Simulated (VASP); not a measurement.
A run of VASP 6.6.1 is set up as follows.

INCAR

```
PREC = Accurate
ENCUT = 520
EDIFF = 1E-6
ISMEAR = 0
SIGMA = 0.15
LREAL = False
LASPH = True
NELM = 80
ALGO = Normal
ISIF = 2
LWAVE = False
LCHARG = True
GGA = CA
LELF = True
LVHAR = True
NBANDS = 14
```

The input KPOINTS:

```
Automatic mesh
0
Gamma
  24 24 24
```

File POSCAR:

```
Rh
1.0
    0.0000000000      1.9015500000      1.9015500000
    1.9015500000      0.0000000000      1.9015500000
    1.9015500000      1.9015500000      0.0000000000
Rh
1
Direct
    0.0000000000      0.0000000000      0.0000000000
```

Potentials or basis: VASP PAW LDA potentials, release 64 (Rh_pv).

The run is started by

```sh
$ cat potpaw_LDA.64/Rh_pv/POTCAR > POTCAR
$ mpirun -np 1 vasp_std > vasp.out
```

**Question.** Estimate the pressure.

**Answer.** -10.4 GPa.
